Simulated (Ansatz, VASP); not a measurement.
## AlGa3N4 in VASP and in Ansatz

POSCAR

```
AlGa3N4
1.0
    0.0000000000     -4.4653444451      0.0000000000
    0.0000000000      0.0000000000     -4.4653444451
    8.9306888901     -1.8607090303      1.8607090303
Al Ga N
2 6 8
Direct
   -0.3391312950      0.3391312950      0.8138500000
   -0.1307812950      0.1307812950      0.3138500000
    0.4733937050      0.0266062950      0.0638500000
    0.2650437050      0.2349562950      0.5638500000
   -0.0266062950      0.5266062950      0.0638500000
   -0.2349562950      0.7349562950      0.5638500000
    0.1608687050      0.8391312950      0.8138500000
    0.3692187050      0.6307812950      0.3138500000
    0.1648402576      0.8351597424      0.1915255275
   -0.0435097424      1.0435097424      0.6915255275
    0.6755423678      0.3244576322      0.1915255275
    0.4671923678      0.5328076322      0.6915255275
   -0.1454549578      0.6347528476      0.9361744725
    0.0628950422      0.4264028476      0.4361744725
    0.3652471524      1.1454549578      0.9361744725
    0.5735971524      0.9371049578      0.4361744725
```

Contents of INCAR.step1:

```
PREC     = Accurate       # precision mode
ENCUT    = 520            # plane-wave cutoff, eV
ISMEAR   = 0              # smearing method
SIGMA    = 0.05           # smearing width, eV
LREAL    = Auto         
LASPH    = True           # aspherical terms in the spheres
NELM     = 80             # most SCF steps
NBANDS   = 76             # bands
GGA      = PE             # functional
ALGO     = Normal         # electronic algorithm
EDIFF    = 1E-4           # SCF threshold, eV
LWAVE    = True           # write WAVECAR
LCHARG   = False          # write CHGCAR
```

File INCAR.step2:

```
PREC     = Accurate       # precision mode
ENCUT    = 520            # plane-wave cutoff, eV
EDIFF    = 1E-6           # SCF threshold, eV
ISMEAR   = 0              # smearing method
SIGMA    = 0.05           # smearing width, eV
LREAL    = Auto         
LASPH    = True           # aspherical terms in the spheres
NELM     = 80             # most SCF steps
ALGO     = Normal         # electronic algorithm
ISIF     = 2              # what is computed and relaxed
LWAVE    = False          # write WAVECAR
LCHARG   = False          # write CHGCAR
METAGGA  = R2SCAN         # meta-GGA
LMIXTAU  = True         
NBANDS   = 76             # bands
ISTART   = 1
```

File KPOINTS:

```
Automatic mesh
0
Gamma
  5 5 3
```

Input for Ansatz:

```yaml
crystal:
  lattice:
    - [0.0, -4.4653444451, 0.0]
    - [0.0, 0.0, -4.4653444451]
    - [8.9306888901, -1.8607090303, 1.8607090303]
  atoms:
    - { symbol: Al, position: [-0.339131295, 0.339131295, 0.81385] }
    - { symbol: Al, position: [-0.130781295, 0.130781295, 0.31385] }
    - { symbol: Ga, position: [0.473393705, 0.026606295, 0.06385] }
    - { symbol: Ga, position: [0.265043705, 0.234956295, 0.56385] }
    - { symbol: Ga, position: [-0.026606295, 0.526606295, 0.06385] }
    - { symbol: Ga, position: [-0.234956295, 0.734956295, 0.56385] }
    - { symbol: Ga, position: [0.160868705, 0.839131295, 0.81385] }
    - { symbol: Ga, position: [0.369218705, 0.630781295, 0.31385] }
    - { symbol: "N", position: [0.1648402576, 0.8351597424, 0.1915255275] }
    - { symbol: "N", position: [-0.0435097424, 1.0435097424, 0.6915255275] }
    - { symbol: "N", position: [0.6755423678, 0.3244576322, 0.1915255275] }
    - { symbol: "N", position: [0.4671923678, 0.5328076322, 0.6915255275] }
    - { symbol: "N", position: [-0.1454549578, 0.6347528476, 0.9361744725] }
    - { symbol: "N", position: [0.0628950422, 0.4264028476, 0.4361744725] }
    - { symbol: "N", position: [0.3652471524, 1.1454549578, 0.9361744725] }
    - { symbol: "N", position: [0.5735971524, 0.9371049578, 0.4361744725] }
basis:
  ecutwfc: 500
kpoints:
  mp_grid: { grid: [5, 5, 3] }
hamiltonian:
  xc: r2scan
scf:
  occupations: { method: gaussian, width: 0.05 }
output:
  forces: true
  stress: true
  eigenvalues: true
  write_density: true
  write_potential: true
  elf: true
  volumetric_format: npy
```

Alike in both runs: task single point; functional r2SCAN; k mesh 5 × 5 × 3; occupations gaussian, width 0.05 eV; no spin polarisation.

```csv
,VASP,Ansatz
version,VASP 6.6.1,Ansatz 0.2.0
potentials or method,"VASP PAW PBE potentials, release 64 (Al, Ga_d, N), cutoff 520 eV","scalar-relativistic, plane waves, PAW"
valence electrons in the cell,124,124
```

|  | VASP | Ansatz | Ansatz less VASP |
| --- | --- | --- | --- |
| gap on the k mesh at the Fermi level (eV) | 2.68 | 2.68 | 0.000 |
| least direct gap on the mesh (eV) | 2.68 | 2.68 | 0.000 |
| pressure (GPa) | 11.7 | 11.0 | -0.68 |
| traceless stress, the component that is largest in VASP (GPa) | -15.31 | -15.21 | +0.094 |
| rms of the force components (eV/Å) | 3.607 | 3.593 | -0.0140 |

VASP's potentials were made for PBE, not for r2SCAN. Atom by atom the forces differ by 0.037 eV/Å (rms over components).
